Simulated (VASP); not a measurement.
Set up this calculation in VASP 6.6.1, as the native input.

```
Task                   : single point
Functional             : PBE
Dispersion             : D3(BJ)
Potentials or basis    : VASP PAW PBE potentials, release 64 (Ti_sv)
Cutoff                 : 520 eV
k mesh                 : 18 × 18 × 18
Occupations            : gaussian, width 0.1 eV
Spin                   : no spin polarisation
Dipole correction      : no
Further INCAR settings : ALGO = Fast; EDIFF = 1e-06; NBANDS = 12
```

The structure of Ti lies in POSCAR:

```
Ti
1.0
   -1.5974024086      1.5974024086      1.5974024086
    1.5974024086     -1.5974024086      1.5974024086
    1.5974024086      1.5974024086     -1.5974024086
Ti
1
Direct
    0.0000000000      0.0000000000      0.0000000000
```

These files were run (other wordings do the same):

INCAR

```
ALGO     = Fast           # electronic algorithm
EDIFF    = 1E-6           # SCF threshold, eV
ENCUT    = 520            # plane-wave cutoff, eV
GGA      = PE             # functional
ISIF     = 2              # what is computed and relaxed
ISMEAR   = 0              # smearing method
IVDW     = 12             # dispersion correction
LASPH    = True           # aspherical terms in the spheres
LCHARG   = False          # write CHGCAR
LREAL    = False          # projectors in reciprocal space
LWAVE    = False          # write WAVECAR
NBANDS   = 12             # bands
NELM     = 60             # most SCF steps
PREC     = Accurate       # precision mode
SIGMA    = 0.1            # smearing width, eV
```

KPOINTS

```
k-points
0
Gamma
  18 18 18
```

Potentials or basis: VASP PAW PBE potentials, release 64 (Ti_sv).

Run with:

```bash
$ cat potpaw_PBE.64/Ti_sv/POTCAR > POTCAR
$ mpirun -np 1 vasp_std > vasp.out
```

It gave:

```json
{
 "Pressure": "-0.4 GPa",
 "Band gap on the k mesh": "zero (band 6 reaches 9.80 eV, above the bottom of band 7 at 8.18 eV)",
 "Dispersion energy per atom": "-0.642 eV"
}
```

Caveat: pairwise dispersion overbinds metals, which lowers pressure and volume.

Run time: 21 s on 1 thread of Intel(R) Xeon(R) 6975P-C (Granite Rapids), with other jobs on the host, peak memory 0.17 GiB.
